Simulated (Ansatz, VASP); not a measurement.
# Two plane-wave programs on Si3C

```
Si C
1.0
     2.88724    0.00000    0.00000
    -1.44362    2.50042    0.00000
     0.00000    0.00000    6.65465
Si C
3 1
Direct
  0.33333 0.66667 0.00000
  0.66667 0.33333 0.31688
  0.66667 0.33333 0.68312
  0.33333 0.66667 0.50000
```

Alike in both runs: task relaxation of cell and atoms; functional PBE; k mesh 18 × 18 × 8; occupations gaussian, width 0.1 eV; no spin polarisation.

```csv
,VASP,Ansatz
version,VASP 6.6.1,Ansatz 0.2.0
potentials or method,"VASP PAW PBE potentials, release 64 (Si, C), cutoff 600 eV","scalar-relativistic, plane waves, PAW"
valence electrons in the cell,16,16
```

```tsv
	VASP	Ansatz	Ansatz less VASP
gap on the k mesh at the Fermi level, each at its own relaxed structure (eV)	none	none	-
relaxed volume (Å³/atom)	11.95	11.96	+0.003
relaxed cell length with the largest relative difference (Å)	6.544	6.549	+0.0052
```

A gap of «none» marks a metal or a gap that the smearing closes.
